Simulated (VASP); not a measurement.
# Al (I4_1/amd) in VASP: notebook

The runs below take Al through single point, relaxation of cell and atoms, with PBE.

Program: VASP 6.6.1. These are calculated values, not measurements. Logs are shortened: lines on timing, memory, paths and dates and some standing lists are left out, and cuts for length are marked.

### Step 1. The cell of the first run

It takes space group I4_1/amd (No. 141, tetragonal). Conventional cell: a = 3.751 Å, b = 3.751 Å, c = 2.014 Å, α = 90.00°, β = 90.00°, γ = 90.00°. Within 2.6 Å of Al (site symmetry -4m2) lie 10 Al at 1.94 to 2.41 Å.

### Step 2. Single point, PBE

The input, INCAR:

```
PREC = Accurate
ENCUT = 520
EDIFF = 1E-7
ISMEAR = -1
SIGMA = 0.08
LREAL = F
LASPH = T
NELM = 100
ALGO = Normal
ISIF = 2
LWAVE = F
LCHARG = T
GGA = PE
LELF = T
LVHAR = T
NBANDS = 10
```

The input, KPOINTS:

```
Automatic mesh
0
Gamma
  21 21 21
```

The input, POSCAR:

```
Al
1.0
   -1.8754968456      1.8754968456      1.0067822096
    1.8754968456     -1.8754968456      1.0067822096
    1.8754968456      1.8754968456     -1.0067822096
Al
2
Direct
   -0.3750000000     -0.1250000000     -0.2500000000
    0.3750000000      0.1250000000      0.2500000000
```

Potentials or basis: VASP PAW PBE potentials, release 64 (Al).

On the command line:

```
cat potpaw_PBE.64/Al/POTCAR > POTCAR
mpirun -np 1 vasp_std > vasp.out
```

OUTCAR:

```text
PREC = Accurate
   ENCUT = 520
   EDIFF = 1E-7
   ISMEAR = -1
   LREAL = F
   LASPH = T
   NELM = 100
   ISIF = 2
   GGA = PE

 ion  position               nearest neighbor table
   1  0.625  0.875  0.750-   2 1.94   2 1.94   2 1.94   2 1.94   2 2.41   2 2.41   2 2.41   2 2.41
                             2 3.14   2 3.14
   2  0.375  0.125  0.250-   1 1.94   1 1.94   1 1.94   1 1.94   1 2.41   1 2.41   1 2.41   1 2.41
                             1 3.14   1 3.14

  LATTYP: Found a body centered tetragonal cell.
 ALAT       =     3.7509936912
 C/A-ratio  =     0.5368082660

  Lattice vectors:

 A1 = (  -1.8754968456,   1.8754968456,   1.0067822096)
 A2 = (   1.8754968456,  -1.8754968456,   1.0067822096)
 A3 = (   1.8754968456,   1.8754968456,  -1.0067822096)

Analysis of symmetry for initial positions (statically):
=====================================================================
 Subroutine PRICEL returns:
 Original cell was already a primitive cell.

 Routine SETGRP: Setting up the symmetry group for a
 body centered tetragonal supercell.

 Subroutine GETGRP returns: Found 16 space group operations
 (whereof  4 operations were pure point group operations)
 out of a pool of 16 trial point group operations.

The static configuration has the point symmetry C_2h.
 The point group associated with its full space group is D_4h.

Analysis of symmetry for dynamics (positions and initial velocities):
=====================================================================
 Subroutine PRICEL returns:
 Original cell was already a primitive cell.

 Routine SETGRP: Setting up the symmetry group for a
 body centered tetragonal supercell.

 Subroutine GETGRP returns: Found 16 space group operations
 (whereof  4 operations were pure point group operations)
 out of a pool of 16 trial point group operations.

The dynamic configuration has the point symmetry C_2h.
 The point group associated with its full space group is D_4h.

 Subroutine INISYM returns: Found 16 space group operations
 (whereof  4 operations are pure point group operations),
 and found     1 'primitive' translations

----------------------------------------------------------------------------------------

                                     Primitive cell

  volume of cell :      14.1654

  direct lattice vectors                    reciprocal lattice vectors
    -1.875496846  1.875496846  1.006782210     0.000000000  0.266596023  0.496631739
     1.875496846 -1.875496846  1.006782210     0.266596023  0.000000000  0.496631739
     1.875496846  1.875496846 -1.006782210     0.266596023  0.266596023  0.000000000

  length of vectors
     2.837003217  2.837003217  2.837003217     0.563663485  0.563663485  0.377023711

  position of ions in fractional coordinates (direct lattice)
     0.625000000  0.875000000  0.750000000
     0.375000000  0.125000000  0.250000000

  ion indices of the primitive-cell ions
   primitive index   ion index
                 1           1
                 2           2

----------------------------------------------------------------------------------------

 KPOINTS: Automatic mesh

Automatic generation of k-mesh.
 Grid dimensions read from file:
 generate k-points for:   21   21   21

 Generating k-lattice:

  Cartesian coordinates                     Fractional coordinates (reciprocal lattice)
     0.000000000  0.012695049  0.023649130     0.047619048 -0.000000000  0.000000000
     0.012695049  0.000000000  0.023649130    -0.000000000  0.047619048  0.000000000
     0.012695049  0.012695049  0.000000000     0.000000000  0.000000000  0.047619048

  Length of vectors
     0.026841118  0.026841118  0.017953510

  Shift w.r.t. Gamma in fractional coordinates (k-lattice)
     0.000000000  0.000000000  0.000000000

 Subroutine IBZKPT returns following result:
 ===========================================

 Found    726 irreducible k-points:

 Following reciprocal coordinates:
            Coordinates               Weight
  0.000000  0.000000  0.000000      1.000000
  0.047619  0.000000 -0.000000      8.000000
  0.095238 -0.000000  0.000000      8.000000
  0.142857  0.000000 -0.000000      8.000000
  0.190476 -0.000000  0.000000      8.000000
  0.238095  0.000000  0.000000      8.000000
[... 16 lines left out ...]
 -0.428571  0.047619  0.000000     16.000000
 -0.380952  0.047619  0.000000     16.000000
 [... further k-points ...]
   k-points           NKPTS =    726   k-points in BZ     NKDIM =    726   number of bands    NBANDS=     10
   number of dos      NEDOS =    301   number of ions     NIONS =      2
   total plane-waves  NPLWV =  13824
   dimension x,y,z NGX =    24 NGY =   24 NGZ =   24
   dimension x,y,z NGXF=    48 NGYF=   48 NGZF=   48
   ions per type =               2
   NGX,Y,Z   is equivalent  to a cutoff of  14.06, 14.06, 14.06 a.u.
   NGXF,Y,Z  is equivalent  to a cutoff of  28.13, 28.13, 28.13 a.u.
 SYSTEM =  unknown system
   PREC   = accura    normal or accurate (medium, high low for compatibility)
   ISTART =      0    job   : 0-new  1-cont  2-samecut
   ICHARG =      2    charge: 1-file 2-atom 10-const
   ISPIN  =      1    spin polarized calculation?
   LNONCOLLINEAR =      F non collinear calculations
   LSORBIT =      F    spin-orbit coupling
   LASPH  =      T    aspherical Exc in radial PAW
   ENCUT  =  520.0 eV  38.22 Ry    6.18 a.u.   5.27  5.27  5.27*2*pi/ulx,y,z
   NELM   =    100;   NELMIN=  2; NELMDL= -5     # of ELM steps
   EDIFF  = 0.1E-06   stopping-criterion for ELM
   LREAL  =      F    real-space projection
   EDIFFG = 0.1E-05   stopping-criterion for IOM
   NSW    =      0    number of steps for IOM
   IBRION =     -1    ionic relax: 0-MD 1-quasi-New 2-CG
   NFREE  =      0    steps in history (QN), initial steepest desc. (CG)
   ISIF   =      2    stress and relaxation
   ISYM   =      2    0-nonsym 1-usesym 2-fastsym
   POTIM  = 0.5000    time-step for ionic-motion
   TEBEG  =    0.0;   TEEND  =   0.0 temperature during run
   PSTRESS=    0.0 pullay stress
   NELECT =       6.0000    total number of electrons
   NUPDOWN=      -1.0000    fix difference up-down
   EMIN   =  10.00;   EMAX   =-10.00  energy-range for DOS
   EFERMI =   0.00;   METHOD = LEGACY
   ISMEAR =    -1;   SIGMA  =   0.08  broadening in eV -4-tet -1-fermi 0-gaus
   EFERMI_NEDOS =   21; number of points for ismear=-14 and -15
   IALGO  =     38    algorithm
   IMIX   =      4    mixing-type and parameters
     AMIX     =   0.40;   BMIX     =  1.00
     AMIX_MAG =   1.60;   BMIX_MAG =  1.00
  volume/ion in A,a.u.               =       7.08        47.80
  Fermi-wavevector in a.u.,A,eV,Ry     =   1.229464  2.323350 20.566321  1.511582
  Thomas-Fermi vector in A             =   2.364350
   LORBIT       =      0    0 simple, 1 ext, 2 COOP (PROOUT), +10 PAW based schemes
   GGA     = PE    functional components
   LHFCALC =     F    Hartree Fock is set to
   AEXX    =    0.0000 exact exchange contribution
   IVDW    =     0    specifies the selected vdW correction
   LEPSILON=     F    determine dielectric tensor
   LRPA    =     F    only Hartree local field effects (RPA)
 non-spin polarized calculation
  energy-cutoff  :      520.00
  volume of cell :       14.17
 maximum number of plane-waves:       399
 NGX is ok and might be reduce to    24
   NGX = 11   NGY = 11   NGZ = 11

 number of electron       6.0000000 magnetization

 Free energy of the ion-electron system (eV)
  ---------------------------------------------------
  ext. energy  EPLUGINS =         0.00000000
  ---------------------------------------------------
  free energy    TOTEN  =         6.94683061 eV

  energy without entropy =        6.95665876  energy(sigma->0) =        6.95174468

 E-fermi :  20.7067     XC(G=0): -13.7499

 val. band max:       20.7033444289   @ k =  -0.3810   0.3810   0.0952
 cond. band min:      20.7078258937   @ k =   0.3333   0.2857   0.1429
 fundamental gap:      0.0044814647
 Fermi energy:        20.7066974810

 k-point     1 :       0.0000    0.0000    0.0000
  band No.  band energies     occupation
      1       2.4074      2.00000
      2      18.5470      2.00000
      3      20.9401      0.10261
      4      20.9401      0.10261
      5      25.1896      0.00000
      6      32.1779      0.00000
      7      35.3591      0.00000
      8      41.6802      0.00000
      9      41.6802      0.00000
     10      42.5518      0.00000

 k-point     2 :       0.0476    0.0000   -0.0000
  band No.  band energies     occupation
      1       2.5135      2.00000
      2      18.3807      2.00000
      3      20.8646      0.24406
      4      21.2855      0.00144
      5      25.3539      0.00000
      6      32.1455      0.00000
      7      35.0384      0.00000
      8      39.3489      0.00000
      9      39.4238      0.00000
     10      42.6905      0.00000

 k-point     3 :       0.0952   -0.0000    0.0000
  band No.  band energies     occupation
      1       2.8305      2.00000
      2      18.0635      2.00000
      3      20.6845      1.13778
      4      22.1401      0.00000
      5      25.7768      0.00000
      6      32.0046      0.00000
      7      34.0398      0.00000
      8      36.5859      0.00000
      9      37.0566      0.00000
     10      42.7950      0.00000
[... 248 lines left out ...]
 k-point    23 :      -0.4286    0.0476    0.0000
  band No.  band energies     occupation
      1       9.1825      2.00000
      2      17.2516      2.00000
      3      18.0919      2.00000
      4      22.2753      0.00000
      5      24.2562      0.00000
      6      26.9922      0.00000
      7      30.6556      0.00000
      8      33.0504      0.00000
      9      33.6623      0.00000
     10      42.0388      0.00000

 k-point    24 :      -0.3810    0.0476    0.0000
  band No.  band energies     occupation
      1       7.7224      2.00000
      2      17.2777      2.00000
      3      19.0475      2.00000
      4      22.5722      0.00000
      5      25.7005      0.00000
      6      27.5779      0.00000
      7      30.9840      0.00000
      8      31.4764      0.00000
      9      33.4210      0.00000
     10      41.5644      0.00000

 [... further k-points ...]

------------------------ aborting loop because EDIFF is reached ----------------------------------------

  FORCE on cell =-STRESS in cart. coord.  units (eV):
  Direction    XX          YY          ZZ          XY          YZ          ZX
  --------------------------------------------------------------------------------------
  -------------------------------------------------------------------------------------
  Total       35.6289743     35.6289743     35.7290404     -0.0000000     -0.0000000     -0.0000000
  in kB     4029.8204981   4029.8204981   4041.1384997     -0.0000000     -0.0000000     -0.0000000
  external PRESSURE =    4033.5931653 kB  Pullay stress =       0.0000000 kB

 VOLUME and BASIS-vectors are now :
 -----------------------------------------------------------------------------
  energy-cutoff  :      520.00
  volume of cell :       14.17
      direct lattice vectors                 reciprocal lattice vectors
    -1.875496846  1.875496846  1.006782210     0.000000000  0.266596023  0.496631739
     1.875496846 -1.875496846  1.006782210     0.266596023  0.000000000  0.496631739
     1.875496846  1.875496846 -1.006782210     0.266596023  0.266596023  0.000000000

 POSITION                                       TOTAL-FORCE (eV/Angst)
 -----------------------------------------------------------------------------------
      1.87550      0.93775      0.75509         0.000000     -0.000000     -0.000000
     -0.00000      0.93775      0.25170        -0.000000      0.000000      0.000000
 -----------------------------------------------------------------------------------
    total drift:                                0.000000     -0.000000     -0.000000

  FREE ENERGIE OF THE ION-ELECTRON SYSTEM (eV)
  ---------------------------------------------------
  free  energy   TOTEN  =         6.9468306096 eV

  energy  without entropy=        6.9566587570  energy(sigma->0) =        6.95174468
```

It took 2 min on 1 thread of Intel Xeon 8259CL, shared host; peak memory 0.21 GiB.

What came out:

| Quantity | Value |
| --- | --- |
| Free energy | 6.9468 eV |
| Pressure | 403.4 GPa |
| Band gap on the k mesh | zero (bands 3 and 4 overlap by 11.19 eV) |

Stress tensor (GPa, compression positive):
```
402.98   0.00   0.00
  0.00 402.98   0.00
  0.00   0.00 404.11
```

Caveat: the cell stands under pressure.

(Part 1 of 2 ends here.)
